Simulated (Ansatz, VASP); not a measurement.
## One calculation of ZnCu, two programs

```xyz
2
Lattice="2.9200 0.0000 0.0000 0.0000 2.9200 0.0000 0.0000 0.0000 2.9200" Properties=species:S:1:pos:R:3 pbc="T T T"
Zn    1.4600    1.4600    1.4600
Cu    0.0000    0.2000    0.0000
```

Alike in both runs: task single point; functional r2SCAN; k mesh 12 × 12 × 12; occupations gaussian, width 0.05 eV; no spin polarisation.

```csv
,VASP,Ansatz
version,VASP 6.6.1,Ansatz 0.2.0
potentials or method,"VASP PAW PBE potentials, release 64 (Zn, Cu), cutoff 520 eV","scalar-relativistic, plane waves, PAW"
valence electrons in the cell,23,31
```

Ansatz gave:

```
gap on the k mesh at the Fermi level (eV)                     : none
pressure (GPa)                                                : 2.5
traceless stress, the component that is largest in VASP (GPa) : -1.66
rms of the force components (eV/Å)                            : 0.576
```

**Question.** What did VASP give for the same quantities?

**Answer.** gap on the k mesh at the Fermi level (eV): none; pressure (GPa): 3.0; traceless stress, the component that is largest in VASP (GPa): -1.76; rms of the force components (eV/Å): 0.591.

VASP's potentials were made for PBE, not for r2SCAN. Atom by atom the forces differ by 0.015 eV/Å (rms over components). A gap of «none» marks a metal or a gap that the smearing closes. The functional is the same, so the differences come from potentials, cutoffs and numerics. VASP's potentials hold 23 valence electrons a cell and Ansatz's 31, so a difference there can come from the potentials and not from the codes.
